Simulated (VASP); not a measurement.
Here is a VASP 6.6.1 calculation.

File INCAR:

```
SYSTEM = Ag
PREC     = Accurate       ! precision mode
ENCUT    = 600            ! plane-wave cutoff, eV
EDIFF    = 1E-7           ! SCF threshold, eV
ISMEAR   = -1             ! smearing method
SIGMA    = 0.1            ! smearing width, eV
LREAL    = .FALSE.        ! projectors in reciprocal space
LASPH    = .TRUE.         ! aspherical terms in the spheres
NELM     = 60             ! most SCF steps
ALGO     = Normal         ! electronic algorithm
ISIF     = 3              ! what is computed and relaxed
LWAVE    = .FALSE.        ! write WAVECAR
LCHARG   = .FALSE.        ! write CHGCAR
GGA      = CA             ! functional
IBRION   = 2              ! ionic algorithm
NSW      = 100            ! ionic steps
EDIFFG   = -0.002         ! ionic threshold
PSTRESS  = 40.0
```

KPOINTS

```
regular mesh
0
G
  18 18 10
  0 0 0
```

The input POSCAR:

```
Ag
1.0
    2.8277090927      0.0000000000      0.0000000000
   -1.4138545463      2.4488679088      0.0000000000
    0.0000000000      0.0000000000      4.6341114828
Ag
2
Direct
    0.3333333333      0.6666666667      0.2500000000
    0.6666666667      0.3333333333      0.7500000000
```

Potentials or basis: VASP PAW LDA potentials, release 64 (Ag).

Command:

```sh
$ cat potpaw_LDA.64/Ag/POTCAR > POTCAR
$ mpirun -np 1 vasp_std > vasp.out
```

Q: Estimate the band gap on the k mesh.

A: Zero (bands 11 and 12 overlap by 7.81 eV).

Q: What does it give for the relaxed volume?

A: 15.63 Å³/atom.

Q: What does it give for the space group after relaxing (to 0.1 Å)?

A: P6_3/mmc (No. 194).

Q: What does it give for the relaxed cell?

A: a = 2.803 Å, b = 2.803 Å, c = 4.594 Å, α = 90.00°, β = 90.00°, γ = 120.00°.

The path:
```
step  energy change (eV)  largest force (eV/Å)  pressure (GPa)  volume (Å³)
   1              0.0000                0.0000            0.14        32.09
   2              0.0487                0.0000            9.26        30.33
   3              0.0102                0.0000            3.96        31.27
   4              0.0106                0.0000            4.05        31.26
   5              0.0102                0.0000            3.96        31.27
   6              0.0103                0.0000            3.98        31.27
   7              0.0104                0.0000            4.01        31.27
```

Caveat: the cell is relaxed towards a set pressure, so the run minimises the enthalpy, not the energy. LDA usually gives volumes a few per cent too small.
